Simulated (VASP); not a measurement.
# KBr (Fm-3m) in VASP: notebook

Aim: see how the results for KBr move with the level of theory and the settings. Levels: HSE06, r2SCAN0. Tasks: single point.

Program: VASP 6.6.1. These are calculated values, not measurements. Logs are shortened: lines on timing, memory, paths and dates and some standing lists are left out, and cuts for length are marked.

## Step 1: The cell of the first run

Symmetry: Fm-3m, No. 225, cubic system. Conventional cell: a = 6.605 Å, b = 6.605 Å, c = 6.605 Å, α = 90.00°, β = 90.00°, γ = 90.00°. K (site symmetry m-3m) has 6 Br at 3.30 Å within 4.3 Å. Br (site symmetry m-3m) has 6 K at 3.30 Å within 4.3 Å.

## Step 2: Single point, HSE06

File POSCAR:

```
KBr
1.0
    0.0000000000      3.3024387198      3.3024387198
    3.3024387198      0.0000000000      3.3024387198
    3.3024387198      3.3024387198      0.0000000000
K Br
1 1
Direct
    0.0000000000      0.0000000000      0.0000000000
    0.5000000000      0.5000000000      0.5000000000
```

File INCAR.step1:

```
  ALGO = Normal
  EDIFF = 1E-5
  ENCUT = 520
  GGA = PE
  ISIF = 2
  ISMEAR = 0
  LASPH = T
  LCHARG = F
  LREAL = F
  LWAVE = T
  NBANDS = 15
  NELM = 80
  PREC = Accurate
  SIGMA = 0.01
```

File INCAR.step2:

```
  ALGO = Normal
  EDIFF = 1E-6
  ENCUT = 520
  GGA = PE
  HFSCREEN = 0.2079
  ISIF = 2
  ISMEAR = 0
  ISTART = 1
  LASPH = T
  LCHARG = F
  LHFCALC = T
  LREAL = F
  LWAVE = F
  NBANDS = 15
  NELM = 80
  PREC = Accurate
  PRECFOCK = Normal
  SIGMA = 0.01
```

File KPOINTS:

```
k-points
0
Gamma
  4 4 4
```

Potentials or basis: VASP PAW PBE potentials, release 64 (K_sv, Br).

Started as:

```
$ cat potpaw_PBE.64/K_sv/POTCAR potpaw_PBE.64/Br/POTCAR > POTCAR
$ cp INCAR.step1 INCAR
$ mpirun -np 1 vasp_std > vasp.out
$ cp INCAR.step2 INCAR
$ mpirun -np 1 vasp_std > vasp.out
```

OUTCAR:

```text
EDIFF = 1E-6
   ENCUT = 520
   GGA = PE
   HFSCREEN = 0.2079
   ISIF = 2
   ISMEAR = 0
   ISTART = 1
   LASPH = T
   LHFCALC = T
   LREAL = F
   NELM = 80
   PREC = Accurate
   PRECFOCK = Normal

 ion  position               nearest neighbor table
   1  0.000  0.000  0.000-
   2  0.500  0.500  0.500-

  LATTYP: Found a face centered cubic cell.
 ALAT       =     6.6048774396

  Lattice vectors:

 A1 = (   0.0000000000,   3.3024387198,   3.3024387198)
 A2 = (   3.3024387198,   0.0000000000,   3.3024387198)
 A3 = (   3.3024387198,   3.3024387198,   0.0000000000)

Analysis of symmetry for initial positions (statically):
=====================================================================
 Subroutine PRICEL returns:
 Original cell was already a primitive cell.

 Routine SETGRP: Setting up the symmetry group for a
 face centered cubic supercell.

 Subroutine GETGRP returns: Found 48 space group operations
 (whereof 48 operations were pure point group operations)
 out of a pool of 48 trial point group operations.

The static configuration has the point symmetry O_h .

Analysis of symmetry for dynamics (positions and initial velocities):
=====================================================================
 Subroutine PRICEL returns:
 Original cell was already a primitive cell.

 Routine SETGRP: Setting up the symmetry group for a
 face centered cubic supercell.

 Subroutine GETGRP returns: Found 48 space group operations
 (whereof 48 operations were pure point group operations)
 out of a pool of 48 trial point group operations.

The dynamic configuration has the point symmetry O_h .

 Subroutine INISYM returns: Found 48 space group operations
 (whereof 48 operations are pure point group operations),
 and found     1 'primitive' translations

----------------------------------------------------------------------------------------

                                     Primitive cell

  volume of cell :      72.0335

  direct lattice vectors                    reciprocal lattice vectors
     0.000000000  3.302438720  3.302438720    -0.151403264  0.151403264  0.151403264
     3.302438720  0.000000000  3.302438720     0.151403264 -0.151403264  0.151403264
     3.302438720  3.302438720  0.000000000     0.151403264  0.151403264 -0.151403264

  length of vectors
     4.670353626  4.670353626  4.670353626     0.262238145  0.262238145  0.262238145

  position of ions in fractional coordinates (direct lattice)
     0.000000000  0.000000000  0.000000000
     0.500000000  0.500000000  0.500000000

  ion indices of the primitive-cell ions
   primitive index   ion index
                 1           1
                 2           2

----------------------------------------------------------------------------------------

 KPOINTS: k-points

Automatic generation of k-mesh.
 Grid dimensions read from file:
 generate k-points for:    4    4    4

 Generating k-lattice:

  Cartesian coordinates                     Fractional coordinates (reciprocal lattice)
    -0.037850816  0.037850816  0.037850816     0.250000000  0.000000000  0.000000000
     0.037850816 -0.037850816  0.037850816     0.000000000  0.250000000  0.000000000
     0.037850816  0.037850816 -0.037850816     0.000000000  0.000000000  0.250000000

  Length of vectors
     0.065559536  0.065559536  0.065559536

  Shift w.r.t. Gamma in fractional coordinates (k-lattice)
     0.000000000  0.000000000  0.000000000

 Subroutine IBZKPT returns following result:
 ===========================================

 Found      8 irreducible k-points:

 Following reciprocal coordinates:
            Coordinates               Weight
  0.000000  0.000000  0.000000      1.000000
  0.250000  0.000000  0.000000      8.000000
  0.500000  0.000000  0.000000      4.000000
  0.250000  0.250000  0.000000      6.000000
  0.500000  0.250000  0.000000     24.000000
 -0.250000  0.250000  0.000000     12.000000
  0.500000  0.500000  0.000000      3.000000
 -0.250000  0.500000  0.250000      6.000000
   k-points           NKPTS =      8   k-points in BZ     NKDIM =     64   number of bands    NBANDS=     15
   number of dos      NEDOS =    301   number of ions     NIONS =      2
   total plane-waves  NPLWV =  46656
   dimension x,y,z NGX =    36 NGY =   36 NGZ =   36
   dimension x,y,z NGXF=    72 NGYF=   72 NGZF=   72
   ions per type =               1   1
   NGX,Y,Z   is equivalent  to a cutoff of  12.81, 12.81, 12.81 a.u.
   NGXF,Y,Z  is equivalent  to a cutoff of  25.63, 25.63, 25.63 a.u.
 SYSTEM =  unknown system
   PREC   = accura    normal or accurate (medium, high low for compatibility)
   ISTART =      1    job   : 0-new  1-cont  2-samecut
   ICHARG =      0    charge: 1-file 2-atom 10-const
   ISPIN  =      1    spin polarized calculation?
   LNONCOLLINEAR =      F non collinear calculations
   LSORBIT =      F    spin-orbit coupling
   LASPH  =      T    aspherical Exc in radial PAW
   ENCUT  =  520.0 eV  38.22 Ry    6.18 a.u.   8.68  8.68  8.68*2*pi/ulx,y,z
   NELM   =     80;   NELMIN=  2; NELMDL=  0     # of ELM steps
   EDIFF  = 0.1E-05   stopping-criterion for ELM
   LREAL  =      F    real-space projection
   EDIFFG = 0.1E-04   stopping-criterion for IOM
   NSW    =      0    number of steps for IOM
   IBRION =     -1    ionic relax: 0-MD 1-quasi-New 2-CG
   NFREE  =      0    steps in history (QN), initial steepest desc. (CG)
   ISIF   =      2    stress and relaxation
   ISYM   =      3    0-nonsym 1-usesym 2-fastsym
   POTIM  = 0.5000    time-step for ionic-motion
   TEBEG  =    0.0;   TEEND  =   0.0 temperature during run
   PSTRESS=    0.0 pullay stress
   NELECT =      16.0000    total number of electrons
   NUPDOWN=      -1.0000    fix difference up-down
   EMIN   =  10.00;   EMAX   =-10.00  energy-range for DOS
   EFERMI =   0.00;   METHOD = LEGACY
   ISMEAR =     0;   SIGMA  =   0.01  broadening in eV -4-tet -1-fermi 0-gaus
   EFERMI_NEDOS =   21; number of points for ismear=-14 and -15
   IALGO  =     38    algorithm
   IMIX   =      1    mixing-type and parameters
     AMIX     =   0.40;   BMIX     =  1.00
     AMIX_MAG =   1.60;   BMIX_MAG =  1.00
  volume/ion in A,a.u.               =      36.02       243.05
  Fermi-wavevector in a.u.,A,eV,Ry     =   0.991448  1.873566 13.374114  0.982970
  Thomas-Fermi vector in A             =   2.123190
   LORBIT       =      0    0 simple, 1 ext, 2 COOP (PROOUT), +10 PAW based schemes
   GGA     = PE    functional components
   LHFCALC =     T    Hartree Fock is set to
   PRECFOCK=normal    Normal, Fast or Accurate (Low or Medium for compatibility)
   ENCUT4O =  -1.0   cutoff for four orbital integrals eV
   NKREDX  =     1    reduce k-point grid by
   NKREDY  =     1    reduce k-point grid by
   NKREDZ  =     1    reduce k-point grid by
   AEXX    =    0.2500 exact exchange contribution
   HFSCREEN=    0.2079 screening length (either q_TF or 0.3 A-1)
   HFSCREENC=   0.2079 screening length for correlation (either q_TF or 0.3 A-1)
   ENCUTFOCK=  -1.0 apply spherical cutoff to Coloumb kernel
   IVDW    =     0    specifies the selected vdW correction
   LEPSILON=     F    determine dielectric tensor
   LRPA    =     F    only Hartree local field effects (RPA)
 non-spin polarized calculation
 Gauss-broadening in eV      SIGMA  =   0.01
  energy-cutoff  :      520.00
  volume of cell :       72.03
 maximum number of plane-waves:      1964
 NGX is ok and might be reduce to    36
  NGX = 28; NGY = 28; NGZ = 28

 number of electron      15.9999997 magnetization

 Free energy of the ion-electron system (eV)
  ---------------------------------------------------
  ext. energy  EPLUGINS =         0.00000000
  ---------------------------------------------------
  free energy    TOTEN  =        -7.16951023 eV

  energy without entropy =       -7.16951023  energy(sigma->0) =       -7.16951023

 E-fermi :  -2.4663     XC(G=0):  -6.1761

 val. band max:       -2.6214749520   @ k =   0.0000   0.0000   0.0000
 cond. band min:       2.9712571807   @ k =   0.0000   0.0000   0.0000
 fundamental gap:      5.5927321328
 Fermi energy:        -2.4663195932

 k-point     1 :       0.0000    0.0000    0.0000
  band No.  band energies     occupation
      1     -32.5927      2.00000
      2     -15.9420      2.00000
      3     -14.7164      2.00000
      4     -14.7164      2.00000
      5     -14.7164      2.00000
      6      -2.6215      2.00000
      7      -2.6215      2.00000
      8      -2.6215      2.00000
      9       2.9713      0.00000
     10       6.3460      0.00000
     11       6.3460      0.00000
     12       6.3460      0.00000
     13       7.2959      0.00000
     14       7.2959      0.00000
     15      10.1214      0.00000

 k-point     2 :       0.2500    0.0000    0.0000
  band No.  band energies     occupation
      1     -32.5899      2.00000
      2     -16.0340      2.00000
      3     -14.7182      2.00000
      4     -14.7182      2.00000
      5     -14.5805      2.00000
      6      -3.3071      2.00000
      7      -2.7981      2.00000
      8      -2.7981      2.00000
      9       4.2409      0.00000
     10       6.1573      0.00000
     11       7.0902      0.00000
     12       7.0902      0.00000
     13       8.0933      0.00000
     14       8.0933      0.00000
     15      11.2010      0.00000

 k-point     3 :       0.5000    0.0000    0.0000
  band No.  band energies     occupation
      1     -32.5870      2.00000
      2     -16.1116      2.00000
      3     -14.7200      2.00000
      4     -14.7200      2.00000
      5     -14.4576      2.00000
      6      -3.8483      2.00000
      7      -2.9628      2.00000
      8      -2.9628      2.00000
      9       5.1207      0.00000
     10       6.9614      0.00000
     11       8.7507      0.00000
     12       8.7507      0.00000
     13       8.7594      0.00000
     14       8.7594      0.00000
     15       9.8877      0.00000

 k-point     4 :       0.2500    0.2500    0.0000
  band No.  band energies     occupation
      1     -32.5890      2.00000
      2     -15.9817      2.00000
      3     -14.7346      2.00000
      4     -14.7346      2.00000
      5     -14.6264      2.00000
      6      -3.3478      2.00000
      7      -2.7930      2.00000
      8      -2.7930      2.00000
      9       4.4900      0.00000
     10       5.1593      0.00000
     11       7.7603      0.00000
     12       7.8929      0.00000
     13       7.8929      0.00000
     14       8.3954      0.00000
     15      10.7779      0.00000

 k-point     5 :       0.5000    0.2500    0.0000
  band No.  band energies     occupation
      1     -32.5861      2.00000
      2     -15.9863      2.00000
      3     -14.7562      2.00000
      4     -14.7367      2.00000
      5     -14.5982      2.00000
      6      -3.5462      2.00000
      7      -3.1049      2.00000
      8      -2.9455      2.00000
      9       5.2553      0.00000
     10       6.2271      0.00000
     11       7.6358      0.00000
     12       8.5794      0.00000
     13       8.6789      0.00000
     14       9.2564      0.00000
     15      10.0037      0.00000

 k-point     6 :      -0.2500    0.2500    0.0000
  band No.  band energies     occupation
      1     -32.5871      2.00000
      2     -16.0372      2.00000
      3     -14.7574      2.00000
      4     -14.7203      2.00000
      5     -14.5353      2.00000
      6      -3.5691      2.00000
      7      -3.0439      2.00000
      8      -2.9513      2.00000
      9       5.4930      0.00000
     10       6.1026      0.00000
     11       7.5787      0.00000
     12       7.7907      0.00000
     13       8.5388      0.00000
     14       9.5443      0.00000
     15      10.0674      0.00000

 k-point     7 :       0.5000    0.5000    0.0000
  band No.  band energies     occupation
      1     -32.5853      2.00000
      2     -15.8293      2.00000
      3     -14.8088      2.00000
      4     -14.7533      2.00000
      5     -14.7533      2.00000
      6      -3.4861      2.00000
      7      -2.9279      2.00000
      8      -2.9279      2.00000
      9       4.4475      0.00000
     10       5.8600      0.00000
     11       8.1457      0.00000
     12       8.3523      0.00000
     13       8.6807      0.00000
     14       9.9204      0.00000
     15       9.9204      0.00000

 k-point     8 :      -0.2500    0.5000    0.2500
  band No.  band energies     occupation
      1     -32.5852      2.00000
      2     -15.9259      2.00000
      3     -14.7807      2.00000
      4     -14.7807      2.00000
      5     -14.6171      2.00000
      6      -3.2422      2.00000
      7      -3.2422      2.00000
      8      -3.1784      2.00000
      9       6.0282      0.00000
     10       6.0282      0.00000
     11       6.9675      0.00000
     12       7.8880      0.00000
     13       9.5401      0.00000
     14       9.9557      0.00000
     15      10.1649      0.00000

------------------------ aborting loop because EDIFF is reached ----------------------------------------

  FORCE on cell =-STRESS in cart. coord.  units (eV):
  Direction    XX          YY          ZZ          XY          YZ          ZX
  --------------------------------------------------------------------------------------
  -------------------------------------------------------------------------------------
  Total        0.2013450      0.2013450      0.2013450     -0.0000000     -0.0000000      0.0000000
  in kB        4.4783406      4.4783406      4.4783406     -0.0000000     -0.0000000      0.0000000
  external PRESSURE =       4.4783406 kB  Pullay stress =       0.0000000 kB

 VOLUME and BASIS-vectors are now :
 -----------------------------------------------------------------------------
  energy-cutoff  :      520.00
  volume of cell :       72.03
      direct lattice vectors                 reciprocal lattice vectors
     0.000000000  3.302438720  3.302438720    -0.151403264  0.151403264  0.151403264
     3.302438720  0.000000000  3.302438720     0.151403264 -0.151403264  0.151403264
     3.302438720  3.302438720  0.000000000     0.151403264  0.151403264 -0.151403264

 POSITION                                       TOTAL-FORCE (eV/Angst)
 -----------------------------------------------------------------------------------
      0.00000      0.00000      0.00000         0.000000      0.000000      0.000000
      3.30244      3.30244      3.30244        -0.000000     -0.000000     -0.000000
 -----------------------------------------------------------------------------------
    total drift:                                0.000001      0.000001      0.000001

  FREE ENERGIE OF THE ION-ELECTRON SYSTEM (eV)
  ---------------------------------------------------
  free  energy   TOTEN  =        -7.1695102310 eV

  energy  without entropy=       -7.1695102310  energy(sigma->0) =       -7.16951023
```

Wall time 13 min (1 thread of Intel Xeon 8259CL, shared host); peak memory 0.32 GiB.

What came out:

| Quantity | Value |
| --- | --- |
| Free energy | -7.1695 eV |
| Pressure | 0.4 GPa |
| Band gap on the k mesh | 5.59 eV |

Caveat: the PAW data sets were made with another functional, which shifts forces and pressure a little.

## Step 3: Single point, r2SCAN0

POSCAR is that of step 2.

File INCAR.step1:

```
PREC = Accurate
ENCUT = 520
EDIFF = 1E-5
ISMEAR = 0
SIGMA = 0.01
LREAL = F
LASPH = T
NELM = 80
ALGO = Normal
ISIF = 2
LWAVE = T
LCHARG = F
GGA = PE
NBANDS = 15
```

File INCAR.step2:

```
PREC = Accurate
ENCUT = 520
EDIFF = 1E-6
ISMEAR = 0
SIGMA = 0.01
LREAL = F
LASPH = T
NELM = 80
ALGO = Normal
ISIF = 2
LWAVE = F
LCHARG = F
METAGGA = R2SCAN
LHFCALC = T
AEXX = 0.25
LMIXTAU = T
PRECFOCK = Normal
ISTART = 1
NBANDS = 15
```

File KPOINTS:

```
Automatic mesh
0
Gamma
  4 4 4
```

Potentials or basis: VASP PAW PBE potentials, release 64 (K_sv, Br).

Started as:

```
$ cat potpaw_PBE.64/K_sv/POTCAR potpaw_PBE.64/Br/POTCAR > POTCAR
$ cp INCAR.step1 INCAR
$ mpirun -np 1 vasp_std > vasp.out
$ cp INCAR.step2 INCAR
$ mpirun -np 1 vasp_std > vasp.out
```

Wall time 13 min (1 thread of Intel Xeon 8259CL, shared host); peak memory 0.23 GiB.

Results (log left out):

```yaml
Free_energy: -20.5401 eV
Pressure: -0.1 GPa
Band_gap_on_the_k_mesh: 6.66 eV
```

Levels at points of the mesh, in eV from the valence-band top:
```tsv
k point	band 6	band 7	band 8	band 9	band 10	band 11
(0.00, 0.00, 0.00)	0.00	0.00	0.00	6.66	10.09	10.09
(0.50, 0.00, 0.00)	-1.26	-0.35	-0.35	8.76	10.70	12.57
(0.50, 0.50, 0.00)	-0.90	-0.32	-0.32	8.07	9.72	11.85
```

Caveat: the PAW data sets were made with another functional, which shifts forces and pressure a little.
